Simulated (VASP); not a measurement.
Write the native input for VASP 6.6.1 that does the following.

```
Task                   : relaxation of cell and atoms
Functional             : PBE
Dispersion             : D3(BJ)
Potentials or basis    : VASP PAW PBE potentials, release 64 (P, F)
Cutoff                 : 600 eV
k mesh                 : 4 × 4 × 4
Occupations            : gaussian, width 0.1 eV
Spin                   : collinear spin
Starting moments       : [0.0, 0.0, 1.0, 1.0, 1.0, 1.0] μB
Dipole correction      : no
Further INCAR settings : ALGO = Normal; EDIFF = 1e-06; IBRION = 2; EDIFFG = -0.04; NSW = 90; ISIF = 3
```

The structure of PF2 lies in POSCAR:

```
PF2
1.0
    0.0000000000      3.5393109500      3.5393109500
    3.5393109500      0.0000000000      3.5393109500
    3.5393109500      3.5393109500      0.0000000000
P F
2 4
Direct
    0.0000000000      0.0000000000      0.0000000000
    0.2500000000      0.2500000000      0.2500000000
    0.6250000000      0.6250000000      0.6250000000
    0.1250000000      0.6250000000      0.6250000000
    0.6250000000      0.6250000000      0.1250000000
    0.6250000000      0.1250000000      0.6250000000
```

The cell was generated, and may not be a known phase.

The input as run:

INCAR

```
SYSTEM = PF2
ALGO = Normal
EDIFF = 1E-6
EDIFFG = -0.04
ENCUT = 600
GGA = PE
IBRION = 2
ISIF = 3
ISMEAR = 0
ISPIN = 2
IVDW = 12
LASPH = .True.
LCHARG = .False.
LORBIT = 11
LREAL = .False.
LWAVE = .False.
MAGMOM = 0 0 1 1 1 1
NELM = 150
NSW = 90
PREC = Accurate
SIGMA = 0.1
```

KPOINTS

```
k-points
0
Gamma
  4 4 4
  0 0 0
```

Potentials or basis: VASP PAW PBE potentials, release 64 (P, F).

Command:

```console
$ cat potpaw_PBE.64/P/POTCAR potpaw_PBE.64/F/POTCAR > POTCAR
$ mpirun -np 1 vasp_std > vasp.out
```

It gave:

```
Relaxed volume                                        : 10.82 Å³/atom
Relaxed cell                                          : a = 4.511 Å, b = 4.511 Å, c = 4.511 Å, α = 60.00°, β = 60.00°, γ = 60.00°
Space group after relaxing (to 0.1 Å)                 : Fd-3m (No. 227)
Energy gained by relaxing                             : 228.8 meV/atom
Ionic steps                                           : 4
Pressure after relaxing                               : -0.2 GPa
Net moment                                            : -0.88 μB per cell
Site moments                                          : P +0.01; F -0.22 μB
Valence electrons inside the program's atomic spheres : P 2.12; F 5.96
Dispersion energy per atom                            : -0.158 eV
```

Caveat: the k points lie up to 0.43 Å⁻¹ apart in the final cell; the volume moved by over 15 % at a fixed basis, so the end points are rough; a moment this small can come from the mesh or the smearing.

Wall time 2.1 min on 1 thread of Intel(R) Xeon(R) 6975P-C (Granite Rapids), on a shared host, peak memory 0.31 GiB.
